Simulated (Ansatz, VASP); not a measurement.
## One calculation of HfO2, two programs

File INCAR:

```
SYSTEM = HfO2
ALGO = Normal
EDIFF = 1E-6
ENCUT = 520
GGA = PE
ISIF = 2
ISMEAR = 0
LASPH = .True.
LCHARG = .False.
LREAL = .False.
LWAVE = .False.
NBANDS = 18
NELM = 100
PREC = Accurate
SIGMA = 0.05
```

KPOINTS

```
k-points
0
Gamma
  8 8 8
  0 0 0
```

POSCAR

```
HfO2
1.0
    0.1408885559      2.6657730703      2.6657730703
    2.6657730703      0.1408885559      2.6657730703
    2.6657730703      2.6657730703      0.1408885559
Hf O
1 2
Direct
    0.0000000000      0.0000000000      0.0000000000
    0.2500000000      0.2500000000      0.2500000000
    0.7500000000      0.7500000000      0.7500000000
```

Input for Ansatz:

```yaml
crystal:
  lattice:
    - [0.1408885559, 2.6657730703, 2.6657730703]
    - [2.6657730703, 0.1408885559, 2.6657730703]
    - [2.6657730703, 2.6657730703, 0.1408885559]
  atoms:
    - { symbol: Hf, position: [0.0, 0.0, 0.0] }
    - { symbol: O, position: [0.25, 0.25, 0.25] }
    - { symbol: O, position: [0.75, 0.75, 0.75] }
basis:
  ecutwfc: 520.0
kpoints:
  mp_grid: { grid: [8, 8, 8] }
hamiltonian:
  xc: pbe
  pseudopotentials: { kind: paw, azcp: { folder: soft_1 } }
scf:
  occupations: { method: gaussian, width: 0.05 }
output:
  forces: true
  stress: true
  eigenvalues: true
```

Alike in both runs: task single point; functional PBE; k mesh 8 × 8 × 8; occupations gaussian, width 0.05 eV; no spin polarisation.

```csv
,VASP,Ansatz
version,VASP 6.6.1,Ansatz 0.2.0
potentials or method,"VASP PAW PBE potentials, release 64 (Hf_pv, O), cutoff 520 eV","scalar-relativistic, plane waves, PAW"
valence electrons in the cell,22,38
```

VASP gave:

```
gap on the k mesh at the Fermi level (eV)                     : 3.67
least direct gap on the mesh (eV)                             : 3.67
pressure (GPa)                                                : -13.1
traceless stress, the component that is largest in VASP (GPa) : -2.24
rms of the force components (eV/Å)                            : 0.081
```

Question: What did Ansatz give for the same quantities?

Answer: gap on the k mesh at the Fermi level (eV): 3.67; least direct gap on the mesh (eV): 3.67; pressure (GPa): -10.0; traceless stress, the component that is largest in VASP (GPa): -2.45; rms of the force components (eV/Å): 0.106.

Atom by atom the forces differ by 0.025 eV/Å (rms over components). VASP's potentials hold 22 valence electrons a cell and Ansatz's 38, so a difference there can come from the potentials and not from the codes.

Neither program's run includes spin-orbit coupling.
